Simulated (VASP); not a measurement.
Input of a VASP 6.6.1 run:

INCAR

```
SYSTEM = TiO2
PREC = Accurate
ENCUT = 520
EDIFF = 1E-6
ISMEAR = 0
SIGMA = 0.01
LREAL = .FALSE.
LASPH = .TRUE.
NELM = 100
ALGO = Normal
ISIF = 2
LWAVE = .FALSE.
LCHARG = .FALSE.
GGA = PS
NBANDS = 33
```

The input KPOINTS:

```
regular mesh
0
G
  6 6 8
  0 0 0
```

File POSCAR:

```
TiO2
1.0
    4.6371703345      0.0000000000      0.0000000000
    0.0000000000      4.6371703345      0.0000000000
    0.0000000000      0.0000000000      2.9213559164
Ti O
2 4
Direct
    0.0000000000      0.0000000000      0.0000000000
    0.5000000000      0.5000000000      0.5000000000
    0.3044381815      0.3044381815      0.0000000000
    0.1955618185      0.8044381815      0.5000000000
    0.6955618185      0.6955618185      0.0000000000
    0.8044381815      0.1955618185      0.5000000000
```

Potentials or basis: VASP PAW PBE potentials, release 64 (Ti_sv, O).

Launch:

```sh
$ cat potpaw_PBE.64/Ti_sv/POTCAR potpaw_PBE.64/O/POTCAR > POTCAR
$ mpirun -np 1 vasp_std > vasp.out
```

(1) What does it give for the largest force?

(2) What does it give for the band gap on the k mesh?

(3) Predict the pressure.

Results:

(1) 0.038 eV/Å.

(2) 1.84 eV.

(3) -2.0 GPa.

Caveat: the cell differs from its parent crystal (in-plane strain +0.01); the PAW data sets were made with another functional, which shifts forces and pressure a little.
